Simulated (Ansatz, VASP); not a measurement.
# Ca2Ti: VASP beside Ansatz

Contents of INCAR:

```
SYSTEM = Ca2Ti
PREC = Accurate ; ENCUT = 520
EDIFF = 1E-6 ; ISMEAR = 0
SIGMA = 0.1 ; LREAL = .False.
LASPH = .True. ; NELM = 60
ALGO = Normal ; ISIF = 2
LWAVE = .False. ; LCHARG = .False.
GGA = PE ; NBANDS = 41
```

The input KPOINTS:

```
regular mesh
0
Gamma
  4 4 2
  0 0 0
```

File POSCAR:

```
Ca2Ti
1.0
    4.0587777896      0.0000000000      0.0000000000
    0.0000000000      4.0587777896      0.0000000000
    0.0000000000      0.0000000000      8.5178706672
Ca Ti
4 2
Direct
    0.0000000000      0.0000000000      0.0000000000
    0.5000000000      0.5000000000      0.0000000000
    0.5000000000      0.0000000000      0.6400000000
    0.0000000000      0.5000000000      0.3600000000
    0.5000000000      0.0000000000      0.2800000000
    0.0000000000      0.5000000000      0.7200000000
```

Input for Ansatz:

```yaml
crystal:
  lattice:
    - [4.0587777896, 0.0, 0.0]
    - [0.0, 4.0587777896, 0.0]
    - [0.0, 0.0, 8.5178706672]
  atoms:
    - { symbol: Ca, position: [0.0, 0.0, 0.0] }
    - { symbol: Ca, position: [0.5, 0.5, 0.0] }
    - { symbol: Ca, position: [0.5, 0.0, 0.64] }
    - { symbol: Ca, position: [0.0, 0.5, 0.36] }
    - { symbol: Ti, position: [0.5, 0.0, 0.28] }
    - { symbol: Ti, position: [0.0, 0.5, 0.72] }
basis:
  ecutwfc: 420
kpoints:
  mp_grid: { grid: [4, 4, 2] }
hamiltonian:
  xc: pbe
scf:
  occupations: { method: gaussian, width: 0.1 }
  lower_state_search: "off"
output:
  forces: true
  stress: true
  eigenvalues: true
```

Alike in both runs: task single point; functional PBE; k mesh 4 × 4 × 2; occupations gaussian, width 0.1 eV; no spin polarisation.

```csv
,VASP,Ansatz
version,VASP 6.6.1,Ansatz 0.2.0
potentials or method,"VASP PAW PBE potentials, release 64 (Ca_sv, Ti_sv), cutoff 520 eV","scalar-relativistic, plane waves, PAW"
valence electrons in the cell,64,64
```

VASP gave:

```
gap on the k mesh at the Fermi level (eV)                     : none
pressure (GPa)                                                : 12.9
traceless stress, the component that is largest in VASP (GPa) : -1.85
rms of the force components (eV/Å)                            : 0.133
```

Estimate Ansatz's values.

gap on the k mesh at the Fermi level (eV): none; pressure (GPa): 12.8; traceless stress, the component that is largest in VASP (GPa): -1.78; rms of the force components (eV/Å): 0.135.

Atom by atom the forces differ by 0.003 eV/Å (rms over components). A gap of «none» marks a metal or a gap that the smearing closes.

The k mesh is coarse, so the values compare programs but aren't converged.
